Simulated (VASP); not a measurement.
# Si3F (Pm-3m) in VASP: relaxation of cell and atoms with PBE

Aim: the relaxation of cell and atoms of Si3F with PBE.

Program: VASP 6.6.1. These are calculated values, not measurements. Logs are shortened: lines on timing, memory, paths and dates and some standing lists are left out, and cuts for length are marked.

### 1 The cell of the first run

Symmetry: Pm-3m, No. 221, cubic system. Conventional cell: a = 3.834 Å, b = 3.834 Å, c = 3.834 Å, α = 90.00°, β = 90.00°, γ = 90.00°. Si (site symmetry 4/mmm) has 8 Si at 2.71 Å and 4 F at 2.71 Å within 3.6 Å. Within 3.6 Å of F (site symmetry m-3m) lie 12 Si at 2.71 Å.

The cell was generated, and may not be a known phase.

### 2 Relaxation of cell and atoms, PBE

Contents of INCAR:

```
SYSTEM = Si3F
PREC     = Accurate       ! precision mode
ENCUT    = 600            ! plane-wave cutoff, eV
EDIFF    = 1E-6           ! SCF threshold, eV
ISMEAR   = 0              ! smearing method
SIGMA    = 0.1            ! smearing width, eV
LREAL    = .False.        ! projectors in reciprocal space
LASPH    = .True.         ! aspherical terms in the spheres
NELM     = 100            ! most SCF steps
ALGO     = Normal         ! electronic algorithm
ISIF     = 3              ! what is computed and relaxed
LWAVE    = .False.        ! write WAVECAR
LCHARG   = .False.        ! write CHGCAR
GGA      = PE             ! functional
IBRION   = 2              ! ionic algorithm
NSW      = 100            ! ionic steps
EDIFFG   = -0.01          ! ionic threshold
```

Contents of KPOINTS:

```
Automatic mesh
0
Gamma
  12 12 12
  0 0 0
```

Contents of POSCAR:

```
Si3F
1.0
    3.8342662525      0.0000000000      0.0000000000
    0.0000000000      3.8342662525      0.0000000000
    0.0000000000      0.0000000000      3.8342662525
Si F
3 1
Direct
    0.0000000000      0.5000000000      0.5000000000
    0.5000000000      0.0000000000      0.5000000000
    0.5000000000      0.5000000000      0.0000000000
    0.0000000000      0.0000000000      0.0000000000
```

Potentials or basis: VASP PAW PBE potentials, release 64 (Si, F).

Started as:

```console
$ cat potpaw_PBE.64/Si/POTCAR potpaw_PBE.64/F/POTCAR > POTCAR
$ mpirun -np 1 vasp_std > vasp.out
```

OUTCAR:

```text
SYSTEM = Si3F
   PREC = Accurate
   ENCUT = 600
   EDIFF = 1E-6
   ISMEAR = 0
   LREAL = .False.
   LASPH = .True.
   NELM = 100
   ISIF = 3
   GGA = PE
   IBRION = 2
   NSW = 100
   EDIFFG = -0.01

 ion  position               nearest neighbor table
   1  0.000  0.500  0.500-   2 2.71   3 2.71   3 2.71   2 2.71   2 2.71   3 2.71   3 2.71   2 2.71

   2  0.500  0.000  0.500-   1 2.71   3 2.71   3 2.71   1 2.71   3 2.71   3 2.71   1 2.71   1 2.71

   3  0.500  0.500  0.000-   1 2.71   2 2.71   1 2.71   2 2.71   2 2.71   2 2.71   1 2.71   1 2.71

   4  0.000  0.000  0.000-

  LATTYP: Found a simple cubic cell.
 ALAT       =     3.8342662525

  Lattice vectors:

 A1 = (   3.8342662525,   0.0000000000,   0.0000000000)
 A2 = (   0.0000000000,   3.8342662525,   0.0000000000)
 A3 = (   0.0000000000,   0.0000000000,   3.8342662525)

Analysis of symmetry for initial positions (statically):
=====================================================================
 Subroutine PRICEL returns:
 Original cell was already a primitive cell.

 Routine SETGRP: Setting up the symmetry group for a
 simple cubic supercell.

 Subroutine GETGRP returns: Found 48 space group operations
 (whereof 48 operations were pure point group operations)
 out of a pool of 48 trial point group operations.

The static configuration has the point symmetry O_h .

Analysis of symmetry for dynamics (positions and initial velocities):
=====================================================================
 Subroutine PRICEL returns:
 Original cell was already a primitive cell.

 Routine SETGRP: Setting up the symmetry group for a
 simple cubic supercell.

 Subroutine GETGRP returns: Found 48 space group operations
 (whereof 48 operations were pure point group operations)
 out of a pool of 48 trial point group operations.

The dynamic configuration has the point symmetry O_h .

 Subroutine INISYM returns: Found 48 space group operations
 (whereof 48 operations are pure point group operations),
 and found     1 'primitive' translations

----------------------------------------------------------------------------------------

                                     Primitive cell

  volume of cell :      56.3698

  direct lattice vectors                    reciprocal lattice vectors
     3.834266252  0.000000000  0.000000000     0.260806093  0.000000000  0.000000000
     0.000000000  3.834266252  0.000000000     0.000000000  0.260806093  0.000000000
     0.000000000  0.000000000  3.834266252     0.000000000  0.000000000  0.260806093

  length of vectors
     3.834266252  3.834266252  3.834266252     0.260806093  0.260806093  0.260806093

  position of ions in fractional coordinates (direct lattice)
     0.000000000  0.500000000  0.500000000
     0.500000000  0.000000000  0.500000000
     0.500000000  0.500000000  0.000000000
     0.000000000  0.000000000  0.000000000

  ion indices of the primitive-cell ions
   primitive index   ion index
                 1           1
                 2           2
                 3           3
                 4           4

----------------------------------------------------------------------------------------

 KPOINTS: Automatic mesh

Automatic generation of k-mesh.
 Grid dimensions read from file:
 generate k-points for:   12   12   12

 Generating k-lattice:

  Cartesian coordinates                     Fractional coordinates (reciprocal lattice)
     0.021733841  0.000000000  0.000000000     0.083333333  0.000000000  0.000000000
[... 68 lines left out ...]
   TEBEG  =    0.0;   TEEND  =   0.0 temperature during run
   PSTRESS=    0.0 pullay stress
   NELECT =      19.0000    total number of electrons
   NUPDOWN=      -1.0000    fix difference up-down
   EMIN   =  10.00;   EMAX   =-10.00  energy-range for DOS
   EFERMI =   0.00;   METHOD = LEGACY
   ISMEAR =     0;   SIGMA  =   0.10  broadening in eV -4-tet -1-fermi 0-gaus
   EFERMI_NEDOS =   21; number of points for ismear=-14 and -15
   IALGO  =     38    algorithm
   IMIX   =      4    mixing-type and parameters
     AMIX     =   0.40;   BMIX     =  1.00
     AMIX_MAG =   1.60;   BMIX_MAG =  1.00
  volume/ion in A,a.u.               =      14.09        95.10
  Fermi-wavevector in a.u.,A,eV,Ry     =   1.139315  2.152993 17.660884  1.298038
  Thomas-Fermi vector in A             =   2.276018
   LORBIT       =      0    0 simple, 1 ext, 2 COOP (PROOUT), +10 PAW based schemes
   GGA     = PE    functional components
   LHFCALC =     F    Hartree Fock is set to
   AEXX    =    0.0000 exact exchange contribution
   IVDW    =     0    specifies the selected vdW correction
   LEPSILON=     F    determine dielectric tensor
   LRPA    =     F    only Hartree local field effects (RPA)
 conjugate gradient relaxation of ions
 non-spin polarized calculation
 Gauss-broadening in eV      SIGMA  =   0.10
  energy-cutoff  :      600.00
  volume of cell :       56.37
 maximum number of plane-waves:      1924
 NGX is ok and might be reduce to    32
   NGX = 15   NGY = 15   NGZ = 15

--------------------------------------- Ionic step        1  -------------------------------------------

 number of electron      18.9999993 magnetization

 Free energy of the ion-electron system (eV)
  ---------------------------------------------------
  ext. energy  EPLUGINS =         0.00000000
  ---------------------------------------------------
  free energy    TOTEN  =       -17.57656483 eV

  energy without entropy =      -17.56540176  energy(sigma->0) =      -17.57098330

------------------------ aborting loop because EDIFF is reached ----------------------------------------

  FORCE on cell =-STRESS in cart. coord.  units (eV):
  Direction    XX          YY          ZZ          XY          YZ          ZX
  --------------------------------------------------------------------------------------
  -------------------------------------------------------------------------------------
  Total       -0.0905119     -0.0905119     -0.0905119      0.0000000      0.0000000     -0.0000000
  in kB       -2.5725829     -2.5725829     -2.5725829      0.0000000      0.0000000     -0.0000000
  external PRESSURE =      -2.5725829 kB  Pullay stress =       0.0000000 kB

 VOLUME and BASIS-vectors are now :
 -----------------------------------------------------------------------------
  energy-cutoff  :      600.00
  volume of cell :       56.37
      direct lattice vectors                 reciprocal lattice vectors
     3.834266252  0.000000000  0.000000000     0.260806093  0.000000000  0.000000000
     0.000000000  3.834266252  0.000000000     0.000000000  0.260806093  0.000000000
     0.000000000  0.000000000  3.834266252     0.000000000  0.000000000  0.260806093

 POSITION                                       TOTAL-FORCE (eV/Angst)
 -----------------------------------------------------------------------------------
      0.00000      1.91713      1.91713         0.000000      0.000000      0.000000
      1.91713      0.00000      1.91713         0.000000      0.000000      0.000000
      1.91713      1.91713      0.00000         0.000000      0.000000      0.000000
      0.00000      0.00000      0.00000         0.000000      0.000000      0.000000
 -----------------------------------------------------------------------------------
    total drift:                               -0.000000      0.000000     -0.000000

  FREE ENERGIE OF THE ION-ELECTRON SYSTEM (eV)
  ---------------------------------------------------
  free  energy   TOTEN  =       -17.5765648332 eV

  energy  without entropy=      -17.5654017636  energy(sigma->0) =      -17.57098330

--------------------------------------- Ionic step        2  -------------------------------------------

 number of electron      18.9999994 magnetization

 Free energy of the ion-electron system (eV)
  ---------------------------------------------------
  ext. energy  EPLUGINS =         0.00000000
  ---------------------------------------------------
  free energy    TOTEN  =       -17.57669752 eV

  energy without entropy =      -17.56572346  energy(sigma->0) =      -17.57121049

 E-fermi :   7.7370     XC(G=0): -10.8187

 val. band max:        7.7266340333   @ k =   0.5000   0.4167   0.1667
 cond. band min:       7.7397534405   @ k =   0.4167   0.3333   0.2500
 fundamental gap:      0.0131194072
 Fermi energy:         7.7370109175

 k-point     1 :       0.0000    0.0000    0.0000
  band No.  band energies     occupation
      1     -15.0382      2.00000
      2      -4.4482      2.00000
      3       2.1585      2.00000
      4       2.1585      2.00000
      5       2.1585      2.00000
      6       4.3977      2.00000
      7       4.3977      2.00000
      8       6.1074      2.00000
      9       6.1074      2.00000
     10       6.1074      2.00000
     11      10.4183      0.00000
     12      12.0277      0.00000
     13      12.0277      0.00000
[... 354 lines left out ...]
  band No.  band energies     occupation
      1     -14.9506      2.00000
      2      -2.7905      2.00000
      3      -0.8857      2.00000
      4       0.6306      2.00000
      5       3.1109      2.00000
      6       3.2513      2.00000
      7       4.6117      2.00000
      8       5.7932      2.00000
      9       6.4322      2.00000
     10       8.1660      0.00000
     11       8.7405      0.00000
     12       9.9388      0.00000
     13      10.8510      0.00000

 [... further k-points ...]
[... 5 lines left out ...]
  --------------------------------------------------------------------------------------
  -------------------------------------------------------------------------------------
  Total        0.0082846      0.0082846      0.0082846      0.0000000      0.0000000     -0.0000000
  in kB        0.2362417      0.2362417      0.2362417      0.0000000      0.0000000     -0.0000000
  external PRESSURE =       0.2362417 kB  Pullay stress =       0.0000000 kB

 VOLUME and BASIS-vectors are now :
 -----------------------------------------------------------------------------
  energy-cutoff  :      600.00
  volume of cell :       56.19
      direct lattice vectors                 reciprocal lattice vectors
     3.830080639 -0.000000000 -0.000000000     0.261091109 -0.000000000 -0.000000000
     0.000000000  3.830080639  0.000000000     0.000000000  0.261091109 -0.000000000
     0.000000000  0.000000000  3.830080639     0.000000000 -0.000000000  0.261091109

 POSITION                                       TOTAL-FORCE (eV/Angst)
 -----------------------------------------------------------------------------------
      0.00000      1.91504      1.91504         0.000000     -0.000000      0.000000
      1.91504      0.00000      1.91504        -0.000000      0.000000      0.000000
      1.91504      1.91504     -0.00000        -0.000000      0.000000      0.000000
      0.00000      0.00000      0.00000        -0.000000     -0.000000      0.000000
 -----------------------------------------------------------------------------------
    total drift:                               -0.000000      0.000000     -0.000000

  FREE ENERGIE OF THE ION-ELECTRON SYSTEM (eV)
  ---------------------------------------------------
  free  energy   TOTEN  =       -17.5766975183 eV

  energy  without entropy=      -17.5657234555  energy(sigma->0) =      -17.57121049

 reached required accuracy - stopping structural energy minimisation
```

Wall time 97 s (1 thread of Intel Xeon 8259CL, shared host); peak memory 0.22 GiB.

Results:

* Free energy: -17.5767 eV
* Relaxed volume: 14.05 Å³/atom
* Relaxed cell: a = 3.830 Å, b = 3.830 Å, c = 3.830 Å, α = 90.00°, β = 90.00°, γ = 90.00°
* Space group after relaxing (to 0.1 Å): Pm-3m (No. 221)
* Energy gained by relaxing: 0.0 meV/atom
* Ionic steps: 2
* Pressure after relaxing: 0.0 GPa
* Band gap on the k mesh: zero (an odd number of electrons rules out a gap without spin polarisation)

Step by step:
```csv
step,energy change (eV),largest force (eV/Å),pressure (GPa),volume (Å³)
1,0.0000,0.0000,-0.26,56.37
2,-0.0001,0.0000,0.02,56.19
```

Final structure:
```
CELL_PARAMETERS angstrom
3.83008 0.00000 0.00000
0.00000 3.83008 0.00000
0.00000 0.00000 3.83008
ATOMIC_POSITIONS crystal
Si 0.00000 0.50000 0.50000
Si 0.50000 0.00000 0.50000
Si 0.50000 0.50000 0.00000
F 0.00000 0.00000 0.00000
```

Caveat: an odd number of electrons without spin polarisation forces a metal; a magnetic or distorted state may lie lower.
